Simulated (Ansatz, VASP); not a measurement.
**HgTe: VASP beside Ansatz**

```xyz
2
Lattice="0.0000 3.0710 3.0710 3.0710 0.0000 3.0710 3.0710 3.0710 0.0000" Properties=species:S:1:pos:R:3 pbc="T T T"
Hg    3.0710    3.0710    3.0710
Te    0.0000    0.0000    0.0000
```

Alike in both runs: functional PBE; k mesh 16 × 16 × 16; occupations gaussian, width 0.1 eV; no spin polarisation.

Ansatz relaxed the structure, and its values are those at the end. VASP's run is a single point on that final structure, the one shown.

|  | VASP | Ansatz |
| --- | --- | --- |
| version | VASP 6.6.1 | Ansatz 0.2.0 |
| potentials or method | VASP PAW PBE potentials, release 64 (Hg, Te), cutoff 520 eV | scalar-relativistic, plane waves, PAW |
| valence electrons in the cell | 18 | 36 |

|  | VASP | Ansatz | Ansatz less VASP |
| --- | --- | --- | --- |
| gap on the k mesh at the Fermi level (eV) | none | none | - |
| pressure (GPa) | 0.1 | 0.0 | -0.10 |

A gap of «none» marks a metal or a gap that the smearing closes. VASP's potentials hold 18 valence electrons a cell and Ansatz's 36, so a difference there can come from the potentials and not from the codes.

Spin-orbit coupling is off throughout.
